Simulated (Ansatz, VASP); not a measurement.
## One calculation of Sc3Al2, two programs

File INCAR:

```
ALGO = Normal
EDIFF = 1E-6
ENCUT = 520
GGA = PE
ISIF = 2
ISMEAR = 0
LASPH = T
LCHARG = T
LELF = T
LREAL = F
LVHAR = T
LWAVE = F
NBANDS = 50
NELM = 80
PREC = Accurate
SIGMA = 0.1
```

The input KPOINTS:

```
k-points
0
Gamma
  6 6 1
```

The input POSCAR:

```
Sc3Al2
1.0
    2.9279098300      0.0000000000      0.0000000000
   -1.4639549200      2.5356443000      0.0000000000
    0.0000000000      0.0000000000     23.3299295300
Sc Al
6 4
Direct
    0.3333333300      0.6666666700      0.5000000000
    0.6666666700      0.3333333300      0.0000000000
    0.6666666700      0.3333333300      0.2000000000
    0.6666666700      0.3333333300      0.4000000000
    0.6666666700      0.3333333300      0.6000000000
    0.6666666700      0.3333333300      0.8000000000
    0.3333333300      0.6666666700      0.9000000000
    0.3333333300      0.6666666700      0.1000000000
    0.3333333300      0.6666666700      0.3000000000
    0.3333333300      0.6666666700      0.7000000000
```

Input for Ansatz:

```yaml
crystal:
  lattice:
    - [2.92790983, 0.0, 0.0]
    - [-1.46395492, 2.5356443, 0.0]
    - [0.0, 0.0, 23.32992953]
  atoms:
    - { symbol: Sc, position: [0.33333333, 0.66666667, 0.5] }
    - { symbol: Sc, position: [0.66666667, 0.33333333, 0.0] }
    - { symbol: Sc, position: [0.66666667, 0.33333333, 0.2] }
    - { symbol: Sc, position: [0.66666667, 0.33333333, 0.4] }
    - { symbol: Sc, position: [0.66666667, 0.33333333, 0.6] }
    - { symbol: Sc, position: [0.66666667, 0.33333333, 0.8] }
    - { symbol: Al, position: [0.33333333, 0.66666667, 0.9] }
    - { symbol: Al, position: [0.33333333, 0.66666667, 0.1] }
    - { symbol: Al, position: [0.33333333, 0.66666667, 0.3] }
    - { symbol: Al, position: [0.33333333, 0.66666667, 0.7] }
basis:
  ecutwfc: 420
kpoints:
  mp_grid: { grid: [6, 6, 1] }
hamiltonian:
  xc: pbe
scf:
  occupations: { method: gaussian, width: 0.1 }
  lower_state_search: "off"
output:
  forces: true
  stress: true
  eigenvalues: true
```

Alike in both runs: task single point; functional PBE; k mesh 6 × 6 × 1; occupations gaussian, width 0.1 eV; no spin polarisation.

```csv
,VASP,Ansatz
version,VASP 6.6.1,Ansatz 0.2.0
potentials or method,"VASP PAW PBE potentials, release 64 (Sc_sv, Al), cutoff 520 eV","scalar-relativistic, plane waves, PAW"
valence electrons in the cell,78,78
```

```tsv
	VASP	Ansatz	Ansatz less VASP
gap on the k mesh at the Fermi level (eV)	none	none	-
pressure (GPa)	18.5	18.4	-0.11
traceless stress, the component that is largest in VASP (GPa)	-0.04	-0.08	-0.038
rms of the force components (eV/Å)	0.213	0.211	-0.0023
```

Atom by atom the forces differ by 0.002 eV/Å (rms over components). A gap of «none» marks a metal or a gap that the smearing closes.

The k mesh is coarse, so the values compare programs but aren't converged.
